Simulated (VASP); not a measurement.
# MgO: single point with PBE

Crystal: MgO.

```xyz
2
Lattice="2.5489 0.0000 0.0000 0.0000 2.5489 0.0000 0.0000 0.0000 2.5489" Properties=species:S:1:pos:R:3 pbc="T T T"
Mg    0.0000    0.0000    0.0000
O     1.2744    1.2744    1.2744
```

This cell differs from its parent crystal: volume scaled by 0.88.

```yaml
Program: VASP 6.6.1
Task: single point
Functional: PBE
Potentials_or_basis: VASP PAW PBE potentials, release 64 (Mg, O)
Cutoff: 520 eV
k_mesh: 10 × 10 × 10
Occupations: gaussian, width 0.02 eV
Spin: no spin polarisation
Dipole_correction: no
Further_INCAR_settings: ALGO = Normal; EDIFF = 1e-06; NBANDS = 11
```

```
Pressure               : 22.2 GPa
Band gap on the k mesh : 3.48 eV, indirect (least direct gap 4.60 eV)
```

Levels at points of the mesh, in eV from the valence-band top:
| k point | band 2 | band 3 | band 4 | band 5 | band 6 | band 7 |
| --- | --- | --- | --- | --- | --- | --- |
| (0.00, 0.00, 0.00) | -1.12 | -1.12 | -1.12 | 3.48 | 10.62 | 10.62 |
| (0.50, 0.00, 0.00) | -7.12 | -0.64 | -0.64 | 7.90 | 10.53 | 15.08 |
| (0.50, 0.50, 0.00) | -5.21 | -5.21 | 0.00 | 5.32 | 13.27 | 13.27 |
| (0.50, 0.50, 0.50) | -4.10 | -4.10 | -4.10 | 7.92 | 7.92 | 7.92 |

Run time: 7.3 s on 1 thread of Intel(R) Xeon(R) 6975P-C (Granite Rapids), on a shared host, peak memory 0.13 GiB.

 A k mesh can miss the band edges.
